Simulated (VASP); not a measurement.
Wanted: the native input for a VASP 6.6.1 run.

- Task: relaxation of cell and atoms
- Functional: PBEsol
- Potentials or basis: VASP PAW PBE potentials, release 64 (K_sv, Cl)
- Cutoff: 600 eV
- k mesh: 8 × 8 × 8
- Occupations: gaussian, width 0.01 eV
- Spin: no spin polarisation
- Target pressure: 4 GPa
- Dipole correction: no
- Further INCAR settings: ALGO = Normal; EDIFF = 1e-06; IBRION = 2; EDIFFG = -0.002; NSW = 100; ISIF = 3

The structure of KCl lies in POSCAR:

```
KCl
1.0
    0.0000000000      3.1212780665      3.1212780665
    3.1212780665      0.0000000000      3.1212780665
    3.1212780665      3.1212780665      0.0000000000
K Cl
1 1
Direct
    0.0000000000      0.0000000000      0.0000000000
    0.5000000000      0.5000000000      0.5000000000
```

The input as run:

INCAR

```
PREC = Accurate
ENCUT = 600
EDIFF = 1E-6
ISMEAR = 0
SIGMA = 0.01
LREAL = F
LASPH = T
NELM = 80
ALGO = Normal
ISIF = 3
LWAVE = F
LCHARG = F
GGA = PS
IBRION = 2
NSW = 100
EDIFFG = -0.002
PSTRESS = 40.0
```

KPOINTS

```
Automatic mesh
0
Gamma
  8 8 8
```

Potentials or basis: VASP PAW PBE potentials, release 64 (K_sv, Cl).

Launch:

```sh
$ cat potpaw_PBE.64/K_sv/POTCAR potpaw_PBE.64/Cl/POTCAR > POTCAR
$ mpirun -np 1 vasp_std > vasp.out
```

Results of the run:

```
Relaxed volume                                             : 26.32 Å³/atom
Relaxed cell                                               : a = 4.207 Å, b = 4.207 Å, c = 4.207 Å, α = 60.00°, β = 60.00°, γ = 60.00°
Space group after relaxing (to 0.1 Å)                      : Fm-3m (No. 225)
Energy change on relaxing (the run minimises the enthalpy) : +45.5 meV/atom
Ionic steps                                                : 5
Pressure after relaxing                                    : 4.0 GPa
Band gap on the k mesh                                     : 5.62 eV
```

Caveat: the cell is relaxed towards a set pressure, so the run minimises the enthalpy, not the energy; the PAW data sets were made with another functional, which shifts forces and pressure a little.

It took 68 s on 1 thread of AMD EPYC 7R13 Processor (Zen 3), with other jobs on the host, peak memory 0.2 GiB.
